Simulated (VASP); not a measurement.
Write the native input for VASP 6.6.1 that does the following.

| Property | Result |
| --- | --- |
| Task | single point |
| Functional | LDA |
| Potentials or basis | VASP PAW LDA potentials, release 64 (Bi_d, Se) |
| Cutoff | 520 eV |
| k mesh | 8 × 8 × 8 |
| Occupations | fermi-dirac, width 0.05 eV |
| Spin | no spin polarisation |
| Dipole correction | no |
| Further INCAR settings | ALGO = Normal; EDIFF = 1e-07; NBANDS = 32 |

The structure of Bi2Se3 lies in POSCAR:

```
Bi2Se3
1.0
    2.0715000000      1.1959810826      9.5453333333
   -2.0715000000      1.1959810826      9.5453333333
    0.0000000000     -2.3919621653      9.5453333333
Bi Se
2 3
Direct
    0.5992000000      0.5992000000      0.5992000000
    0.4008000000      0.4008000000      0.4008000000
    0.7883000000      0.7883000000      0.7883000000
    0.2117000000      0.2117000000      0.2117000000
    0.0000000000      0.0000000000      0.0000000000
```

The input as run:

INCAR

```
ALGO = Normal ; EDIFF = 1E-7
ENCUT = 520 ; GGA = CA
ISIF = 2 ; ISMEAR = -1
LASPH = True ; LCHARG = True
LELF = True ; LREAL = False
LVHAR = True ; LWAVE = False
NBANDS = 32 ; NELM = 100
PREC = Accurate ; SIGMA = 0.05
```

KPOINTS

```
k-points
0
Gamma
  8 8 8
```

Potentials or basis: VASP PAW LDA potentials, release 64 (Bi_d, Se).

Launch:

```sh
$ cat potpaw_LDA.64/Bi_d/POTCAR potpaw_LDA.64/Se/POTCAR > POTCAR
$ mpirun -np 1 vasp_std > vasp.out
```

It gave:

- Pressure: -1.7 GPa
- Largest force: 0.136 eV/Å
- Band gap on the k mesh: 0.09 eV

Caveat: spin-orbit coupling is left out, which moves the levels of the heavy elements.

Run time: 18 min on 1 thread of AMD EPYC 9R45 96-Core Processor (Zen 5) (shared host), peak memory 0.8 GiB.
